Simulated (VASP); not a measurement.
Runs of VASP 6.6.1 on Rh. The structure is that of space group Fm-3m (No. 225), or close to it. The cells are those of the table. 

```csv
task,level,potentials or basis,cell,cutoff (eV),gap on the mesh (eV),pressure (GPa),relaxed volume (Å³/atom)
single point,revPBE+D3(BJ),"VASP PAW PBE potentials, release 64 (Rh_pv)","a = 2.682 Å, angles 60.0°, 1 atom",520,none,0.3,-
single point,LDA,"VASP PAW LDA potentials, release 64 (Rh_pv)","a = 2.665 Å, angles 60.0°, 1 atom",520,none,0.9,-
relaxation of cell and atoms,LDA,"VASP PAW LDA potentials, release 64 (Rh_pv)","relaxed from a = 2.684 Å, angles 60.0°, 1 atom",600,none,-0.1,13.42
relaxation of cell and atoms,revPBE+D3(BJ),"VASP PAW PBE potentials, release 64 (Rh_pv)","relaxed from a = 2.684 Å, angles 60.0°, 1 atom",600,none,0.0,(a)
```

Alike in all rows: no spin polarisation; k mesh 15 × 15 × 15; smearing fermi-dirac 0.3 eV.

Task: Fill in the values left out.

Result: (a) 13.64.

Caveats: the PAW data sets were made with another functional, which shifts forces and pressure a little (some runs); pairwise dispersion overbinds metals, which lowers pressure and volume (some runs).

A k mesh can miss the band edges, and the runs leave out spin-orbit coupling on Rh.

A gap of «none» marks levels without a gap at the run's occupations.
